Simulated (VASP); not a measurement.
# Yb (Im-3m) in VASP: notebook

The runs below take Yb through single point, with r2SCAN.

Program: VASP 6.6.1. These are calculated values, not measurements. Logs are shortened: lines on timing, memory, paths and dates and some standing lists are left out, and cuts for length are marked.

**1. The cell of the first run**

The structure is cubic, space group Im-3m (No. 229). The conventional cell has a = 4.215 Å, b = 4.215 Å, c = 4.215 Å, α = 90.00°, β = 90.00°, γ = 90.00°. Yb (site symmetry m-3m) has 14 Yb at 3.65 to 4.22 Å within 4.8 Å.

This isn't the form of Yb at room conditions, which is fcc.

**2. Single point, r2SCAN, collinear spin, ferromagnetic start**

POSCAR

```
Yb
1.0
   -2.1075628599      2.1075628599      2.1075628599
    2.1075628599     -2.1075628599      2.1075628599
    2.1075628599      2.1075628599     -2.1075628599
Yb
1
Direct
    0.0000000000      0.0000000000      0.0000000000
```

INCAR.step1

```
SYSTEM = Yb
PREC = Accurate
ENCUT = 520
ISMEAR = -1
SIGMA = 0.05
LREAL = .FALSE.
LASPH = .TRUE.
NELM = 150
ISPIN = 2
MAGMOM = 1
LMAXMIX = 6
NBANDS = 22
GGA = PE
ALGO = Normal
EDIFF = 1E-4
LWAVE = .TRUE.
LCHARG = .FALSE.
```

INCAR.step2

```
SYSTEM = Yb
PREC = Accurate
ENCUT = 520
EDIFF = 1E-7
ISMEAR = -1
SIGMA = 0.05
LREAL = .FALSE.
LASPH = .TRUE.
NELM = 150
ALGO = Normal
ISIF = 2
LWAVE = .FALSE.
LCHARG = .TRUE.
ISPIN = 2
MAGMOM = 1
LORBIT = 11
LMAXMIX = 6
METAGGA = R2SCAN
LMIXTAU = .TRUE.
LELF = .TRUE.
LVHAR = .TRUE.
NBANDS = 22
ISTART = 1
```

KPOINTS

```
regular mesh
0
G
  9 9 9
  0 0 0
```

Potentials or basis: VASP PAW PBE potentials, release 64 (Yb).

Command:

```sh
$ cat potpaw_PBE.64/Yb/POTCAR > POTCAR
$ cp INCAR.step1 INCAR
$ mpirun -np 1 vasp_std > vasp.out
$ cp INCAR.step2 INCAR
$ mpirun -np 1 vasp_std > vasp.out
```

OUTCAR:

```text
SYSTEM = Yb
   PREC = Accurate
   ENCUT = 520
   EDIFF = 1E-7
   ISMEAR = -1
   LREAL = .FALSE.
   LASPH = .TRUE.
   NELM = 150
   ISIF = 2
   ISPIN = 2
   LORBIT = 11
   METAGGA = R2SCAN
   ISTART = 1

 ion  position               nearest neighbor table
   1  0.000  0.000  0.000-

  LATTYP: Found a body centered cubic cell.
 ALAT       =     4.2151257198

  Lattice vectors:

 A1 = (  -2.1075628599,   2.1075628599,   2.1075628599)
 A2 = (   2.1075628599,  -2.1075628599,   2.1075628599)
 A3 = (   2.1075628599,   2.1075628599,  -2.1075628599)

Analysis of symmetry for initial positions (statically):
=====================================================================
 Subroutine PRICEL returns:
 Original cell was already a primitive cell.

 Routine SETGRP: Setting up the symmetry group for a
 body centered cubic supercell.

 Subroutine GETGRP returns: Found 48 space group operations
 (whereof 48 operations were pure point group operations)
 out of a pool of 48 trial point group operations.

The static configuration has the point symmetry O_h .

Analysis of symmetry for dynamics (positions and initial velocities):
=====================================================================
 Subroutine PRICEL returns:
 Original cell was already a primitive cell.

 Routine SETGRP: Setting up the symmetry group for a
 body centered cubic supercell.

 Subroutine GETGRP returns: Found 48 space group operations
 (whereof 48 operations were pure point group operations)
 out of a pool of 48 trial point group operations.

The dynamic configuration has the point symmetry O_h .

Analysis of structural, dynamic, and magnetic symmetry:
=====================================================================
 Subroutine PRICEL returns:
 Original cell was already a primitive cell.

 Routine SETGRP: Setting up the symmetry group for a
 body centered cubic supercell.

 Subroutine GETGRP returns: Found 48 space group operations
 (whereof 48 operations were pure point group operations)
 out of a pool of 48 trial point group operations.

The overall configuration has the point symmetry O_h .

 Subroutine INISYM returns: Found 48 space group operations
 (whereof 48 operations are pure point group operations),
 and found     1 'primitive' translations

----------------------------------------------------------------------------------------

                                     Primitive cell

  volume of cell :      37.4457

  direct lattice vectors                    reciprocal lattice vectors
    -2.107562860  2.107562860  2.107562860     0.000000000  0.237240848  0.237240848
     2.107562860 -2.107562860  2.107562860     0.237240848  0.000000000  0.237240848
     2.107562860  2.107562860 -2.107562860     0.237240848  0.237240848  0.000000000

  length of vectors
     3.650405953  3.650405953  3.650405953     0.335509225  0.335509225  0.335509225

  position of ions in fractional coordinates (direct lattice)
     0.000000000  0.000000000  0.000000000

  ion indices of the primitive-cell ions
   primitive index   ion index
                 1           1

----------------------------------------------------------------------------------------

 KPOINTS: regular mesh

Automatic generation of k-mesh.
 Grid dimensions read from file:
 generate k-points for:    9    9    9

 Generating k-lattice:

  Cartesian coordinates                     Fractional coordinates (reciprocal lattice)
     0.000000000  0.026360094  0.026360094     0.111111111  0.000000000  0.000000000
     0.026360094  0.000000000  0.026360094     0.000000000  0.111111111  0.000000000
     0.026360094  0.026360094  0.000000000     0.000000000  0.000000000  0.111111111

  Length of vectors
     0.037278803  0.037278803  0.037278803

  Shift w.r.t. Gamma in fractional coordinates (k-lattice)
     0.000000000  0.000000000  0.000000000

 Subroutine IBZKPT returns following result:
 ===========================================

 Found     35 irreducible k-points:

 Following reciprocal coordinates:
            Coordinates               Weight
  0.000000  0.000000  0.000000      1.000000
  0.111111  0.000000  0.000000     12.000000
  0.222222  0.000000  0.000000     12.000000
  0.333333  0.000000  0.000000     12.000000
  0.444444  0.000000  0.000000     12.000000
  0.111111  0.111111  0.000000     24.000000
[... 16 lines left out ...]
 -0.333333  0.444444  0.111111     48.000000
 -0.444444 -0.444444  0.111111     24.000000
 [... further k-points ...]
   k-points           NKPTS =     35   k-points in BZ     NKDIM =     35   number of bands    NBANDS=     22
   number of dos      NEDOS =    301   number of ions     NIONS =      1
   total plane-waves  NPLWV =  21952
   dimension x,y,z NGX =    28 NGY =   28 NGZ =   28
   dimension x,y,z NGXF=    56 NGYF=   56 NGZF=   56
   ions per type =               1
   NGX,Y,Z   is equivalent  to a cutoff of  12.75, 12.75, 12.75 a.u.
   NGXF,Y,Z  is equivalent  to a cutoff of  25.50, 25.50, 25.50 a.u.
 SYSTEM =  Yb
   PREC   = accura    normal or accurate (medium, high low for compatibility)
   ISTART =      1    job   : 0-new  1-cont  2-samecut
   ICHARG =      0    charge: 1-file 2-atom 10-const
   ISPIN  =      2    spin polarized calculation?
   LNONCOLLINEAR =      F non collinear calculations
   LSORBIT =      F    spin-orbit coupling
   LASPH  =      T    aspherical Exc in radial PAW
   ENCUT  =  520.0 eV  38.22 Ry    6.18 a.u.   6.79  6.79  6.79*2*pi/ulx,y,z
   NELM   =    150;   NELMIN=  2; NELMDL=  0     # of ELM steps
   EDIFF  = 0.1E-06   stopping-criterion for ELM
   LREAL  =      F    real-space projection
   EDIFFG = 0.1E-05   stopping-criterion for IOM
   NSW    =      0    number of steps for IOM
   IBRION =     -1    ionic relax: 0-MD 1-quasi-New 2-CG
   NFREE  =      0    steps in history (QN), initial steepest desc. (CG)
   ISIF   =      2    stress and relaxation
   ISYM   =      2    0-nonsym 1-usesym 2-fastsym
   POTIM  = 0.5000    time-step for ionic-motion
   TEBEG  =    0.0;   TEEND  =   0.0 temperature during run
   PSTRESS=    0.0 pullay stress
   NELECT =      24.0000    total number of electrons
   NUPDOWN=      -1.0000    fix difference up-down
   EMIN   =  10.00;   EMAX   =-10.00  energy-range for DOS
   EFERMI =   0.00;   METHOD = LEGACY
   ISMEAR =    -1;   SIGMA  =   0.05  broadening in eV -4-tet -1-fermi 0-gaus
   EFERMI_NEDOS =   21; number of points for ismear=-14 and -15
   IALGO  =     38    algorithm
   IMIX   =      4    mixing-type and parameters
     AMIX     =   0.40;   BMIX     =  1.00
     AMIX_MAG =   1.60;   BMIX_MAG =  1.00
  volume/ion in A,a.u.               =      37.45       252.70
  Fermi-wavevector in a.u.,A,eV,Ry     =   1.411491  2.667331 27.106972  1.992306
  Thomas-Fermi vector in A             =   2.533337
   LORBIT       =     11    0 simple, 1 ext, 2 COOP (PROOUT), +10 PAW based schemes
   METAGGA = R2SCAN    functional components
   LHFCALC =     F    Hartree Fock is set to
   AEXX    =    0.0000 exact exchange contribution
   IVDW    =     0    specifies the selected vdW correction
   LEPSILON=     F    determine dielectric tensor
   LRPA    =     F    only Hartree local field effects (RPA)
 spin polarized calculation
  energy-cutoff  :      520.00
  volume of cell :       37.45
 maximum number of plane-waves:      1017
   NGX = 13   NGY = 13   NGZ = 13

 number of electron      24.0000008 magnetization       0.0000151

 number of electron      24.0000008 magnetization      -0.0000002

 Free energy of the ion-electron system (eV)
  ---------------------------------------------------
  ext. energy  EPLUGINS =         0.00000000
  ---------------------------------------------------
  free energy    TOTEN  =       -35.53413352 eV

  energy without entropy =      -35.51888883  energy(sigma->0) =      -35.52651118

 E-fermi :   1.3729     XC(G=0):  -9.9338

 val. band max:        1.3606701005   @ k =  -0.4444  -0.4444   0.2222
 cond. band min:       1.3768224371   @ k =   0.2222   0.2222   0.2222
 fundamental gap:      0.0161523366
 Fermi energy:         1.3728675337

 spin component 1

 k-point     1 :       0.0000    0.0000    0.0000
  band No.  band energies     occupation
      1     -52.0005      1.00000
      2     -23.5815      1.00000
      3     -23.5815      1.00000
      4     -23.5813      1.00000
      5      -3.8611      1.00000
      6       0.9795      0.99962
[... 14 lines left out ...]
     21      18.9768      0.00000
     22      18.9768      0.00000

 k-point     2 :       0.1111    0.0000    0.0000
  band No.  band energies     occupation
      1     -51.9986      1.00000
      2     -23.6175      1.00000
      3     -23.5929      1.00000
      4     -23.5816      1.00000
      5      -3.5617      1.00000
      6       0.9808      0.99961
[... 14 lines left out ...]
     21      16.5414      0.00000
     22      16.7113      0.00000

 k-point     3 :       0.2222    0.0000    0.0000
  band No.  band energies     occupation
      1     -51.9940      1.00000
      2     -23.7075      1.00000
      3     -23.6219      1.00000
      4     -23.5818      1.00000
      5      -2.7185      1.00000
      6       0.9833      0.99959
[... 14 lines left out ...]
     21      15.7709      0.00000
     22      16.1182      0.00000
[... 476 lines left out ...]
 k-point    23 :      -0.3333    0.4444    0.1111
  band No.  band energies     occupation
      1     -51.9834      1.00000
      2     -23.8260      1.00000
      3     -23.7073      1.00000
      4     -23.6287      1.00000
      5      -0.2628      1.00000
      6       0.9564      0.99976
[... 14 lines left out ...]
     21      15.7992      0.00000
     22      18.0794      0.00000

 k-point    24 :      -0.4444   -0.4444    0.1111
  band No.  band energies     occupation
      1     -51.9818      1.00000
      2     -23.8490      1.00000
      3     -23.7230      1.00000
      4     -23.6284      1.00000
      5       0.5027      1.00000
      6       0.9437      0.99981
[... 14 lines left out ...]
     21      16.1733      0.00000
     22      17.7681      0.00000

 [... further k-points ...]

 spin component 2

 k-point     1 :       0.0000    0.0000    0.0000
  band No.  band energies     occupation
      1     -52.0005      1.00000
      2     -23.5815      1.00000
      3     -23.5815      1.00000
      4     -23.5813      1.00000
      5      -3.8611      1.00000
      6       0.9795      0.99962
[... 14 lines left out ...]
     21      18.9767      0.00000
     22      18.9768      0.00000

 k-point     2 :       0.1111    0.0000    0.0000
  band No.  band energies     occupation
      1     -51.9986      1.00000
      2     -23.6175      1.00000
      3     -23.5929      1.00000
      4     -23.5816      1.00000
      5      -3.5617      1.00000
      6       0.9808      0.99961
[... 14 lines left out ...]
     21      16.5414      0.00000
     22      16.7113      0.00000

 k-point     3 :       0.2222    0.0000    0.0000
  band No.  band energies     occupation
      1     -51.9940      1.00000
      2     -23.7075      1.00000
      3     -23.6219      1.00000
      4     -23.5818      1.00000
      5      -2.7185      1.00000
      6       0.9833      0.99959
[... 14 lines left out ...]
     21      15.7709      0.00000
     22      16.1182      0.00000
[... 476 lines left out ...]
 k-point    23 :      -0.3333    0.4444    0.1111
  band No.  band energies     occupation
      1     -51.9834      1.00000
      2     -23.8260      1.00000
      3     -23.7073      1.00000
      4     -23.6287      1.00000
      5      -0.2628      1.00000
      6       0.9564      0.99976
[... 14 lines left out ...]
     21      15.7992      0.00000
     22      18.0794      0.00000

 k-point    24 :      -0.4444   -0.4444    0.1111
  band No.  band energies     occupation
      1     -51.9818      1.00000
      2     -23.8490      1.00000
      3     -23.7230      1.00000
      4     -23.6284      1.00000
      5       0.5027      1.00000
      6       0.9437      0.99981
[... 14 lines left out ...]
     21      16.1733      0.00000
     22      17.7681      0.00000

 [... further k-points ...]

------------------------ aborting loop because EDIFF is reached ----------------------------------------

  FORCE on cell =-STRESS in cart. coord.  units (eV):
  Direction    XX          YY          ZZ          XY          YZ          ZX
  --------------------------------------------------------------------------------------
  -------------------------------------------------------------------------------------
  Total       -0.5116704     -0.5116704     -0.5116704      0.0000000     -0.0000000      0.0000000
  in kB      -21.8926984    -21.8926984    -21.8926984      0.0000000     -0.0000000      0.0000000
  external PRESSURE =     -21.8926984 kB  Pullay stress =       0.0000000 kB

 VOLUME and BASIS-vectors are now :
 -----------------------------------------------------------------------------
  energy-cutoff  :      520.00
  volume of cell :       37.45
      direct lattice vectors                 reciprocal lattice vectors
    -2.107562860  2.107562860  2.107562860     0.000000000  0.237240848  0.237240848
     2.107562860 -2.107562860  2.107562860     0.237240848  0.000000000  0.237240848
     2.107562860  2.107562860 -2.107562860     0.237240848  0.237240848  0.000000000

 POSITION                                       TOTAL-FORCE (eV/Angst)
 -----------------------------------------------------------------------------------
      0.00000      0.00000      0.00000        -0.000000      0.000000     -0.000000
 -----------------------------------------------------------------------------------
    total drift:                                0.000000     -0.000000      0.000000

  FREE ENERGIE OF THE ION-ELECTRON SYSTEM (eV)
  ---------------------------------------------------
  free  energy   TOTEN  =       -35.5341335237 eV

  energy  without entropy=      -35.5188888342  energy(sigma->0) =      -35.52651118

 total charge

# of ion       s       p       d       f       tot
--------------------------------------------------
    1        2.198   5.942   0.223  13.610  21.972

 magnetization (x)

# of ion       s       p       d       f       tot
--------------------------------------------------
    1        0.000   0.000   0.000  -0.000  -0.000
```

Run time: 16 min. Hardware: 1 thread of Oxide Virtual Turin-like, shared host; peak memory 0.19 GiB.

What came out:

| Quantity | Value |
| --- | --- |
| Free energy | -35.5341 eV |
| Pressure | -2.2 GPa |
| Band gap on the k mesh | zero (filled and empty bands overlap) |
| Net moment | 0.00 μB per cell |
| Valence electrons inside the program's atomic spheres | Yb 21.97 |

Caveat: the PAW data sets were made with another functional, which shifts forces and pressure a little; spin-orbit coupling is left out, which moves the levels of the heavy elements.

**3. Single point, r2SCAN, collinear spin, ferromagnetic start**

This run uses another cell than the first one, of 38.24 Å³/atom.

POSCAR

```
Yb
1.0
   -2.1224053409      2.1224053409      2.1224053409
    2.1224053409     -2.1224053409      2.1224053409
    2.1224053409      2.1224053409     -2.1224053409
Yb
1
Direct
    0.0000000000      0.0000000000      0.0000000000
```

INCAR.step1

```
PREC = Accurate
ENCUT = 520
ISMEAR = -1
SIGMA = 0.05
LREAL = False
LASPH = True
NELM = 150
ISPIN = 2
MAGMOM = 1
LMAXMIX = 6
NBANDS = 22
GGA = PE
ALGO = Normal
EDIFF = 1E-4
LWAVE = True
LCHARG = False
```

INCAR.step2

```
PREC = Accurate
ENCUT = 520
EDIFF = 1E-6
ISMEAR = -1
SIGMA = 0.05
LREAL = False
LASPH = True
NELM = 150
ALGO = Normal
ISIF = 2
LWAVE = False
LCHARG = True
ISPIN = 2
MAGMOM = 1
LORBIT = 11
LMAXMIX = 6
METAGGA = R2SCAN
LMIXTAU = True
LELF = True
LVHAR = True
NBANDS = 22
ISTART = 1
```

KPOINTS

```
regular mesh
0
Gamma
  9 9 9
```

Potentials or basis: VASP PAW PBE potentials, release 64 (Yb).

Command:

```sh
$ cat potpaw_PBE.64/Yb/POTCAR > POTCAR
$ cp INCAR.step1 INCAR
$ mpirun -np 1 vasp_std > vasp.out
$ cp INCAR.step2 INCAR
$ mpirun -np 1 vasp_std > vasp.out
```

Run time: 23 min. Hardware: 1 thread of Oxide Virtual Turin-like, shared host; peak memory 0.2 GiB.

The run converged. Its results:

* Free energy: -35.5232 eV
* Pressure: -1.4 GPa
* Band gap on the k mesh: zero (filled and empty bands overlap)
* Net moment: 0.00 μB per cell
* Valence electrons inside the program's atomic spheres: Yb 21.96

Levels at points of the mesh, in eV from the Fermi level:
Spin up:
```
           k point  band 9  band 10  band 11  band 12  band 13  band 14  band 15  band 16
(0.00, 0.00, 0.00)   -0.32    -0.32    -0.32    -0.32     3.21     3.21     3.21     4.99
```
Spin down:
```tsv
k point	band 10	band 11	band 12	band 13	band 14	band 15
(0.00, 0.00, 0.00)	-0.32	-0.32	-0.32	3.21	3.21	3.21
```

Caveat: the PAW data sets were made with another functional, which shifts forces and pressure a little; spin-orbit coupling is left out, which moves the levels of the heavy elements. The state reached can hang on the start; a lower one may exist.

**4. Single point, r2SCAN, collinear spin, ferromagnetic start**

This run uses another cell than the first one, of 39.84 Å³/atom.

POSCAR

```
Yb
1.0
   -2.1514830000      2.1514830000      2.1514830000
    2.1514830000     -2.1514830000      2.1514830000
    2.1514830000      2.1514830000     -2.1514830000
Yb
1
Direct
    0.0000000000      0.0000000000      0.0000000000
```

INCAR.step1

```
SYSTEM = Yb
  PREC = Accurate
  ENCUT = 520
  ISMEAR = -1
  SIGMA = 0.05
  LREAL = .FALSE.
  LASPH = .TRUE.
  NELM = 150
  ISPIN = 2
  MAGMOM = 1
  LMAXMIX = 6
  NBANDS = 22
  GGA = PE
  ALGO = Normal
  EDIFF = 1E-4
  LWAVE = .TRUE.
  LCHARG = .FALSE.
```

INCAR.step2

```
SYSTEM = Yb
  PREC = Accurate
  ENCUT = 520
  EDIFF = 1E-6
  ISMEAR = -1
  SIGMA = 0.05
  LREAL = .FALSE.
  LASPH = .TRUE.
  NELM = 150
  ALGO = Normal
  ISIF = 2
  LWAVE = .FALSE.
  LCHARG = .TRUE.
  ISPIN = 2
  MAGMOM = 1
  LORBIT = 11
  LMAXMIX = 6
  METAGGA = R2SCAN
  LMIXTAU = .TRUE.
  LELF = .TRUE.
  LVHAR = .TRUE.
  NBANDS = 22
  ISTART = 1
```

KPOINTS

```
regular mesh
0
G
  9 9 9
  0 0 0
```

Command:

```sh
$ cat potpaw_PBE.64/Yb/POTCAR > POTCAR
$ cp INCAR.step1 INCAR
$ mpirun -np 1 vasp_std > vasp.out
$ cp INCAR.step2 INCAR
$ mpirun -np 1 vasp_std > vasp.out
```

It took 14 min on 1 thread of Oxide Virtual Turin-like, shared host; peak memory 0.2 GiB.

Results (log left out):

| Property | Result |
| --- | --- |
| Free energy | -35.4975 eV |
| Pressure | -2.6 GPa |
| Band gap on the k mesh | zero (filled and empty bands overlap) |
| Net moment | 0.00 μB per cell |
| Valence electrons inside the program's atomic spheres | Yb 21.95 |

Levels at points of the mesh, in eV from the Fermi level:
Spin up:
| k point | band 9 | band 10 | band 11 | band 12 | band 13 | band 14 | band 15 | band 16 |
| --- | --- | --- | --- | --- | --- | --- | --- | --- |
| (0.00, 0.00, 0.00) | -0.32 | -0.32 | -0.32 | -0.32 | 3.15 | 3.15 | 3.16 | 4.88 |
Spin down:
```
           k point  band 10  band 11  band 12  band 13  band 14  band 15
(0.00, 0.00, 0.00)    -0.32    -0.32    -0.32     3.15     3.15     3.16
```

Caveat: the PAW data sets were made with another functional, which shifts forces and pressure a little; spin-orbit coupling is left out, which moves the levels of the heavy elements.

**5. Summary**

```csv
cell,gap on the mesh (eV),pressure (GPa),moment (μB)
"a = 3.650 Å, angles 109.5°, 1 atom",none,-2.2,0.00
"a = 3.676 Å, angles 109.5°, 1 atom",none,-1.4,0.00
"a = 3.726 Å, angles 109.5°, 1 atom",none,-2.6,0.00
```

Alike in all rows: task single point; level r2SCAN; potentials or basis VASP PAW PBE potentials, release 64 (Yb); spin collinear, ferromagnetic start; k mesh 9 × 9 × 9; cutoff (eV) 520; smearing fermi-dirac 0.05 eV.

Caveats: the PAW data sets were made with another functional, which shifts forces and pressure a little; spin-orbit coupling is left out, which moves the levels of the heavy elements.

Total energies depend on the potentials used, so only differences within one code and one set of settings carry meaning.

The gap in the log of VASP goes by the Fermi energy; the results here count the filled bands.